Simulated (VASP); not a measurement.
LiBr, 2 atoms in the cell. Symmetry: Fm-3m, No. 225, cubic system. The conventional cell has a = 5.479 Å, b = 5.479 Å, c = 5.479 Å, α = 90.00°, β = 90.00°, γ = 90.00°. Within 3.6 Å of Li (site symmetry m-3m) lie 6 Br at 2.74 Å. Within 3.6 Å of Br (site symmetry m-3m) lie 6 Li at 2.74 Å. 

| Quantity | Value |
| --- | --- |
| Program | VASP 6.6.1 |
| Task | single point |
| Functional | r2SCAN |
| Potentials or basis | VASP PAW PBE potentials, release 64 (Li_sv, Br) |
| Cutoff | 830 eV |
| k mesh | 6 × 6 × 6 |
| Occupations | gaussian, width 0.01 eV |
| Spin | no spin polarisation |
| Dipole correction | no |
| Further INCAR settings | ALGO = Normal; EDIFF = 1e-06; NBANDS = 12 |

Potentials or basis: VASP PAW PBE potentials, release 64 (Li_sv, Br).

The run is started by

```bash
$ cat potpaw_PBE.64/Li_sv/POTCAR potpaw_PBE.64/Br/POTCAR > POTCAR
$ cp INCAR.step1 INCAR
$ mpirun -np 1 vasp_std > vasp.out
$ cp INCAR.step2 INCAR
$ mpirun -np 1 vasp_std > vasp.out
```

Hardware: 1 thread of Intel(R) Xeon(R) Platinum 8375C CPU @ 2.90GHz (Ice Lake) (shared host).

Q: How long does it take, and how much memory?

A: Run time: 51 s on 1 thread of Intel(R) Xeon(R) Platinum 8375C CPU @ 2.90GHz (Ice Lake) (shared host), peak memory 0.23 GiB. Counts: k points 16.
